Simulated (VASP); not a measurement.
# MgO (Fm-3m) in VASP: notebook

MgO is run at these levels: LDA; tasks: single point, relaxation of cell and atoms.

Program: VASP 6.6.1. These are calculated values, not measurements. Logs are shortened: lines on timing, memory, paths and dates and some standing lists are left out, and cuts for length are marked.

**Experimental background.**

“Electronic structure of alkaline earth and post-transition metal oxides”, 2009, arxiv:0908.1581 quotes, for a bulk crystal of MgO: band gap 7.83 eV.

The runs below are set against these values where they give the same quantity.

## Step 1: The cell of the first run

Symmetry: Fm-3m, No. 225, cubic system. The conventional cell has a = 4.159 Å, b = 4.159 Å, c = 4.159 Å, α = 90.00°, β = 90.00°, γ = 90.00°. Within 2.8 Å of Mg (site symmetry m-3m) lie 6 O at 2.08 Å. Within 2.8 Å of O (site symmetry m-3m) lie 6 Mg at 2.08 Å.

## Step 2: Single point, LDA

The input, INCAR:

```
SYSTEM = MgO
PREC = Accurate
ENCUT = 840
EDIFF = 1E-6
ISMEAR = 0
SIGMA = 0.02
LREAL = .FALSE.
LASPH = .TRUE.
NELM = 120
ALGO = Normal
ISIF = 2
LWAVE = .FALSE.
LCHARG = .FALSE.
GGA = CA
NBANDS = 15
GGA_COMPAT = .FALSE.
```

The input, KPOINTS:

```
Automatic mesh
0
G
  10 10 10
  0 0 0
```

The input, POSCAR:

```
MgO
1.0
    0.0000000000      2.0796058485      2.0796058485
    2.0796058485      0.0000000000      2.0796058485
    2.0796058485      2.0796058485      0.0000000000
Mg O
1 1
Direct
    0.0000000000      0.0000000000      0.0000000000
    0.5000000000      0.5000000000      0.5000000000
```

Potentials or basis: VASP PAW LDA potentials, release 64 (Mg_sv, O).

Launch:

```sh
$ cat potpaw_LDA.64/Mg_sv/POTCAR potpaw_LDA.64/O/POTCAR > POTCAR
$ mpirun -np 1 vasp_std > vasp.out
```

OUTCAR:

```text
SYSTEM = MgO
   PREC = Accurate
   ENCUT = 840
   EDIFF = 1E-6
   ISMEAR = 0
   LREAL = .FALSE.
   LASPH = .TRUE.
   NELM = 120
   ISIF = 2
   GGA = CA

 ion  position               nearest neighbor table
   1  0.000  0.000  0.000-   2 2.08   2 2.08   2 2.08   2 2.08   2 2.08   2 2.08
   2  0.500  0.500  0.500-   1 2.08   1 2.08   1 2.08   1 2.08   1 2.08   1 2.08

  LATTYP: Found a face centered cubic cell.
 ALAT       =     4.1592116970

  Lattice vectors:

 A1 = (   0.0000000000,   2.0796058485,   2.0796058485)
 A2 = (   2.0796058485,   0.0000000000,   2.0796058485)
 A3 = (   2.0796058485,   2.0796058485,   0.0000000000)

Analysis of symmetry for initial positions (statically):
=====================================================================
 Subroutine PRICEL returns:
 Original cell was already a primitive cell.

 Routine SETGRP: Setting up the symmetry group for a
 face centered cubic supercell.

 Subroutine GETGRP returns: Found 48 space group operations
 (whereof 48 operations were pure point group operations)
 out of a pool of 48 trial point group operations.

The static configuration has the point symmetry O_h .

Analysis of symmetry for dynamics (positions and initial velocities):
=====================================================================
 Subroutine PRICEL returns:
 Original cell was already a primitive cell.

 Routine SETGRP: Setting up the symmetry group for a
 face centered cubic supercell.

 Subroutine GETGRP returns: Found 48 space group operations
 (whereof 48 operations were pure point group operations)
 out of a pool of 48 trial point group operations.

The dynamic configuration has the point symmetry O_h .

 Subroutine INISYM returns: Found 48 space group operations
 (whereof 48 operations are pure point group operations),
 and found     1 'primitive' translations

----------------------------------------------------------------------------------------

                                     Primitive cell

  volume of cell :      17.9876

  direct lattice vectors                    reciprocal lattice vectors
     0.000000000  2.079605848  2.079605848    -0.240430176  0.240430176  0.240430176
     2.079605848  0.000000000  2.079605848     0.240430176 -0.240430176  0.240430176
     2.079605848  2.079605848  0.000000000     0.240430176  0.240430176 -0.240430176

  length of vectors
     2.941006795  2.941006795  2.941006795     0.416437280  0.416437280  0.416437280

  position of ions in fractional coordinates (direct lattice)
     0.000000000  0.000000000  0.000000000
     0.500000000  0.500000000  0.500000000

  ion indices of the primitive-cell ions
   primitive index   ion index
                 1           1
                 2           2

----------------------------------------------------------------------------------------
[... 87 lines left out ...]
   IALGO  =     38    algorithm
   IMIX   =      4    mixing-type and parameters
     AMIX     =   0.40;   BMIX     =  1.00
     AMIX_MAG =   1.60;   BMIX_MAG =  1.00
  volume/ion in A,a.u.               =       8.99        60.69
  Fermi-wavevector in a.u.,A,eV,Ry     =   1.574432  2.975244 33.726596  2.478835
  Thomas-Fermi vector in A             =   2.675567
   LORBIT       =      0    0 simple, 1 ext, 2 COOP (PROOUT), +10 PAW based schemes
   GGA     = CA    functional components
   LHFCALC =     F    Hartree Fock is set to
   AEXX    =    0.0000 exact exchange contribution
   IVDW    =     0    specifies the selected vdW correction
   LEPSILON=     F    determine dielectric tensor
   LRPA    =     F    only Hartree local field effects (RPA)
 non-spin polarized calculation
 Gauss-broadening in eV      SIGMA  =   0.02
  energy-cutoff  :      840.00
  volume of cell :       17.99
 maximum number of plane-waves:      1010
   NGX = 13   NGY = 13   NGZ = 13

 number of electron      15.9999996 magnetization

 Free energy of the ion-electron system (eV)
  ---------------------------------------------------
  ext. energy  EPLUGINS =         0.00000000
  ---------------------------------------------------
  free energy    TOTEN  =       -13.23340365 eV

  energy without entropy =      -13.23340365  energy(sigma->0) =      -13.23340365

 E-fermi :   3.0748     XC(G=0): -12.1305

 val. band max:        2.8602431924   @ k =   0.0000   0.0000   0.0000
 cond. band min:       7.9051997068   @ k =   0.0000   0.0000   0.0000
 fundamental gap:      5.0449565143
 Fermi energy:         3.0747550687

 k-point     1 :       0.0000    0.0000    0.0000
  band No.  band energies     occupation
      1     -68.3542      2.00000
      2     -35.8106      2.00000
      3     -35.8106      2.00000
      4     -35.8106      2.00000
      5     -14.3255      2.00000
      6       2.8602      2.00000
      7       2.8602      2.00000
      8       2.8602      2.00000
      9       7.9052      0.00000
     10      18.5958      0.00000
     11      18.5958      0.00000
     12      18.5958      0.00000
     13      22.7245      0.00000
     14      24.4043      0.00000
[... 401 lines left out ...]
      2     -35.8853      2.00000
      3     -35.8404      2.00000
      4     -35.8374      2.00000
      5     -12.9321      2.00000
      6      -0.8771      2.00000
      7       1.4816      2.00000
      8       1.7151      2.00000
      9      12.5762      0.00000
     10      13.0049      0.00000
     11      16.6022      0.00000
     12      21.2260      0.00000
     13      21.4432      0.00000
     14      27.8871      0.00000
     15      30.3246      0.00000

 [... further k-points ...]

------------------------ aborting loop because EDIFF is reached ----------------------------------------

  FORCE on cell =-STRESS in cart. coord.  units (eV):
  Direction    XX          YY          ZZ          XY          YZ          ZX
  --------------------------------------------------------------------------------------
  -------------------------------------------------------------------------------------
  Total        0.0692781      0.0692781      0.0692781      0.0000000      0.0000000      0.0000000
  in kB        6.1706826      6.1706826      6.1706826      0.0000000      0.0000000      0.0000000
  external PRESSURE =       6.1706826 kB  Pullay stress =       0.0000000 kB

 VOLUME and BASIS-vectors are now :
 -----------------------------------------------------------------------------
  energy-cutoff  :      840.00
  volume of cell :       17.99
      direct lattice vectors                 reciprocal lattice vectors
     0.000000000  2.079605848  2.079605848    -0.240430176  0.240430176  0.240430176
     2.079605848  0.000000000  2.079605848     0.240430176 -0.240430176  0.240430176
     2.079605848  2.079605848  0.000000000     0.240430176  0.240430176 -0.240430176

 POSITION                                       TOTAL-FORCE (eV/Angst)
 -----------------------------------------------------------------------------------
      0.00000      0.00000      0.00000        -0.000000     -0.000000     -0.000000
      2.07961      2.07961      2.07961         0.000000      0.000000      0.000000
 -----------------------------------------------------------------------------------
    total drift:                                0.000000      0.000000      0.000000

  FREE ENERGIE OF THE ION-ELECTRON SYSTEM (eV)
  ---------------------------------------------------
  free  energy   TOTEN  =       -13.2334036530 eV

  energy  without entropy=      -13.2334036530  energy(sigma->0) =      -13.23340365
```

Wall time 11 s (1 thread of AMD EPYC 9R45 (Zen 5), shared host); peak memory 0.12 GiB.

What came out:

```yaml
Free_energy: -13.2334 eV
Pressure: 0.6 GPa
Band_gap_on_the_k_mesh: 5.04 eV
```

Levels at points of the mesh, in eV from the valence-band top:
| k point | band 5 | band 6 | band 7 | band 8 | band 9 | band 10 | band 11 | band 12 |
| --- | --- | --- | --- | --- | --- | --- | --- | --- |
| (0.00, 0.00, 0.00) | -17.19 | 0.00 | 0.00 | 0.00 | 5.04 | 15.74 | 15.74 | 15.74 |
| (0.50, 0.00, 0.00) | -15.70 | -4.86 | -0.71 | -0.71 | 7.98 | 12.84 | 16.40 | 16.40 |
| (0.50, 0.50, 0.00) | -15.46 | -4.28 | -1.42 | -1.42 | 8.93 | 10.14 | 13.30 | 19.22 |

## Step 3: Relaxation of cell and atoms, LDA

This run uses another cell than the first one, of 9.37 Å³/atom.

The input, INCAR:

```
PREC     = Accurate       # precision mode
ENCUT    = 840            # plane-wave cutoff, eV
EDIFF    = 1E-7           # SCF threshold, eV
ISMEAR   = 0              # smearing method
SIGMA    = 0.02           # smearing width, eV
LREAL    = F              # projectors in reciprocal space
LASPH    = T              # aspherical terms in the spheres
NELM     = 120            # most SCF steps
ALGO     = Normal         # electronic algorithm
ISIF     = 3              # what is computed and relaxed
LWAVE    = F              # write WAVECAR
LCHARG   = F              # write CHGCAR
IBRION   = 2              # ionic algorithm
NSW      = 100            # ionic steps
EDIFFG   = -0.002         # ionic threshold
GGA_COMPAT= F            
NELMIN   = 4
```

The input, KPOINTS:

```
Automatic mesh
0
Gamma
  10 10 10
```

The input, POSCAR:

```
MgO
1.0
    0.0000000000      2.1085000000      2.1085000000
    2.1085000000      0.0000000000      2.1085000000
    2.1085000000      2.1085000000      0.0000000000
Mg O
1 1
Direct
    0.0000000000      0.0000000000      0.0000000000
    0.5000000000      0.5000000000      0.5000000000
```

Potentials or basis: VASP PAW LDA potentials, release 64 (Mg_sv, O).

Launch:

```sh
$ cat potpaw_LDA.64/Mg_sv/POTCAR potpaw_LDA.64/O/POTCAR > POTCAR
$ mpirun -np 1 vasp_std > vasp.out
```

OUTCAR:

```text
PREC = Accurate
   ENCUT = 840
   EDIFF = 1E-7
   ISMEAR = 0
   LREAL = F
   LASPH = T
   NELM = 120
   ISIF = 3
   IBRION = 2
   NSW = 100
   EDIFFG = -0.002
   NELMIN = 4

 ion  position               nearest neighbor table
   1  0.000  0.000  0.000-   2 2.11   2 2.11   2 2.11   2 2.11   2 2.11   2 2.11
   2  0.500  0.500  0.500-   1 2.11   1 2.11   1 2.11   1 2.11   1 2.11   1 2.11

  LATTYP: Found a face centered cubic cell.
 ALAT       =     4.2170000000

  Lattice vectors:

 A1 = (   0.0000000000,   2.1085000000,   2.1085000000)
 A2 = (   2.1085000000,   0.0000000000,   2.1085000000)
 A3 = (   2.1085000000,   2.1085000000,   0.0000000000)

Analysis of symmetry for initial positions (statically):
=====================================================================
 Subroutine PRICEL returns:
 Original cell was already a primitive cell.
[... 266 lines left out ...]
      5     -14.3356      2.00000
      6       2.8255      2.00000
      7       2.8255      2.00000
      8       2.8255      2.00000
      9       7.8243      0.00000
     10      18.5368      0.00000
     11      18.5368      0.00000
     12      18.5368      0.00000
[... 331 lines left out ...]
 k-point    24 :       0.4000    0.3000    0.0000
  band No.  band energies     occupation
      1     -68.3910      2.00000
      2     -35.9326      2.00000
      3     -35.8886      2.00000
      4     -35.8856      2.00000
      5     -12.9533      2.00000
      6      -0.8964      2.00000
      7       1.4539      2.00000
      8       1.6861      2.00000
      9      12.5095      0.00000
     10      12.9435      0.00000
     11      16.5190      0.00000
     12      21.1317      0.00000

 [... further k-points ...]

------------------------ aborting loop because EDIFF is reached ----------------------------------------

  FORCE on cell =-STRESS in cart. coord.  units (eV):
  Direction    XX          YY          ZZ          XY          YZ          ZX
  --------------------------------------------------------------------------------------
  -------------------------------------------------------------------------------------
  Total       -0.0004420     -0.0004420     -0.0004420      0.0000000      0.0000000      0.0000000
  in kB       -0.0391887     -0.0391887     -0.0391887      0.0000000      0.0000000      0.0000000
  external PRESSURE =      -0.0391887 kB  Pullay stress =       0.0000000 kB
[... 17 lines left out ...]
  FREE ENERGIE OF THE ION-ELECTRON SYSTEM (eV)
  ---------------------------------------------------
  free  energy   TOTEN  =       -13.2356375560 eV

  energy  without entropy=      -13.2356375560  energy(sigma->0) =      -13.23563756

 reached required accuracy - stopping structural energy minimisation
```

OSZICAR:

```text
N       E                     dE             d eps       ncg     rms          rms(c)
DAV:   1     0.155200207717E+03    0.15520E+03   -0.14231E+04  1128   0.223E+03
DAV:   2    -0.838097370528E+01   -0.16358E+03   -0.15474E+03  1248   0.487E+02
DAV:   3    -0.147158300035E+02   -0.63349E+01   -0.62873E+01  1492   0.946E+01
[... 26 lines left out ...]
DAV:   4    -0.132355310956E+02    0.92787E-04   -0.10679E-03  1544   0.318E-01    0.311E-02
DAV:   5    -0.132356244952E+02   -0.93400E-04   -0.27157E-04  1500   0.220E-01    0.198E-02
DAV:   6    -0.132356406872E+02   -0.16192E-04   -0.26106E-05  1564   0.652E-02    0.450E-03
DAV:   7    -0.132356375659E+02    0.31213E-05   -0.49333E-06  1332   0.431E-02    0.102E-03
DAV:   8    -0.132356375560E+02    0.98798E-08   -0.80838E-08   944   0.430E-03
   3 F= -.13235638E+02 E0= -.13235638E+02  d E =-.131621E-01
```

It took 23 s on 1 thread of Intel Xeon 6975P-C (Granite Rapids), shared host; peak memory 0.15 GiB.

What came out:

```yaml
Free_energy: -13.2356 eV
Relaxed_volume: 9.03 Å³/atom
Relaxed_cell: a = 2.945 Å, b = 2.945 Å, c = 2.945 Å, α = 60.00°, β = 60.00°, γ = 60.00°
Space_group_after_relaxing_to_0.1_Å: Fm-3m (No. 225)
Energy_gained_by_relaxing: 6.6 meV/atom
Ionic_steps: 3
Pressure_after_relaxing: 0.0 GPa
Band_gap_on_the_k_mesh: 5.00 eV
```

Step by step:
| step | energy change (eV) | largest force (eV/Å) | pressure (GPa) | volume (Å³) |
| --- | --- | --- | --- | --- |
| 1 | 0.0000 | 0.0000 | -6.07 | 18.75 |
| 2 | -0.0109 | 0.0000 | 2.70 | 17.80 |
| 3 | -0.0132 | 0.0000 | 0.00 | 18.07 |

Final structure:
```
Mg O
1.0
     0.00000    2.08277    2.08277
     2.08277    0.00000    2.08277
     2.08277    2.08277    0.00000
Mg O
1 1
Direct
  0.00000 0.00000 0.00000
  0.50000 0.50000 0.50000
```

Levels at points of the mesh, in eV from the valence-band top:
```tsv
k point	band 5	band 6	band 7	band 8	band 9	band 10	band 11	band 12
(0.00, 0.00, 0.00)	-17.16	0.00	0.00	0.00	5.00	15.71	15.71	15.71
(0.50, 0.00, 0.00)	-15.69	-4.84	-0.71	-0.71	7.95	12.79	16.35	16.35
(0.50, 0.50, 0.00)	-15.45	-4.26	-1.41	-1.41	8.93	10.09	13.25	19.15
```

## Step 4: Single point, LDA

This run uses another cell than the first one, of 9.37 Å³/atom.

The input, INCAR:

```
SYSTEM = MgO
PREC = Accurate ; ENCUT = 840
EDIFF = 1E-6 ; ISMEAR = 0
SIGMA = 0.1 ; LREAL = .False.
LASPH = .True. ; NELM = 120
ALGO = Normal ; ISIF = 2
LWAVE = .False. ; LCHARG = .True.
GGA = CA ; LELF = .True.
LVHAR = .True. ; NBANDS = 15
GGA_COMPAT = .False.
```

The input, KPOINTS:

```
Automatic mesh
0
Gamma
  8 8 8
  0 0 0
```

POSCAR is that of step 3.

Launch:

```sh
$ cat potpaw_LDA.64/Mg_sv/POTCAR potpaw_LDA.64/O/POTCAR > POTCAR
$ mpirun -np 1 vasp_std > vasp.out
```

Wall time 22 s (1 thread of Intel Xeon Platinum 8259CL at 2.50GHz (Skylake/Cascade Lake), shared host); peak memory 0.14 GiB.

It converged, with:

| Property | Result |
| --- | --- |
| Free energy | -13.2224 eV |
| Pressure | -6.1 GPa |
| Band gap on the k mesh | 4.63 eV |

Levels at points of the mesh, in eV from the valence-band top:
```tsv
k point	band 6	band 7	band 8	band 9	band 10	band 11
(0.00, 0.00, 0.00)	0.00	0.00	0.00	4.63	15.51	15.51
(0.50, 0.00, 0.00)	-4.68	-0.66	-0.66	7.72	12.37	15.98
(0.50, 0.50, 0.00)	-4.11	-1.36	-1.36	8.89	9.69	12.86
```

Caveat: the cell stands under tension. As with any semilocal functional, this LDA gap is likely too small.

## Step 5: Summary

| task | cell | k mesh | smearing | gap on the mesh (eV) | pressure (GPa) |
| --- | --- | --- | --- | --- | --- |
| single point | a = 2.941 Å, angles 60.0°, 2 atoms | 10 × 10 × 10 | gaussian 0.02 eV | 5.04 | 0.6 |
| relaxation of cell and atoms | relaxed from a = 2.982 Å, angles 60.0°, 2 atoms | 10 × 10 × 10 | gaussian 0.02 eV | 5.00 | 0.0 |
| single point | a = 2.982 Å, angles 60.0°, 2 atoms | 8 × 8 × 8 | gaussian 0.1 eV | 4.63 | -6.1 |

Alike in all rows: level LDA; potentials or basis VASP PAW LDA potentials, release 64 (Mg_sv, O); no spin polarisation; cutoff (eV) 840.

Caveats: the cell stands under tension (at least some runs).

Absolute energies hang on the potentials; compare differences alone.

## Step 6: Comparison with measurements

Step 2. A measured gap of MgO is 7.83 eV (quoted in “Electronic structure of alkaline earth and post-transition metal oxides”, 2009, arxiv:0908.1581); the calculated 5.04 eV misses it by -2.79 eV. The value is that of LDA, without temperature or zero-point motion. Semilocal functionals fall short of measured gaps as a rule.
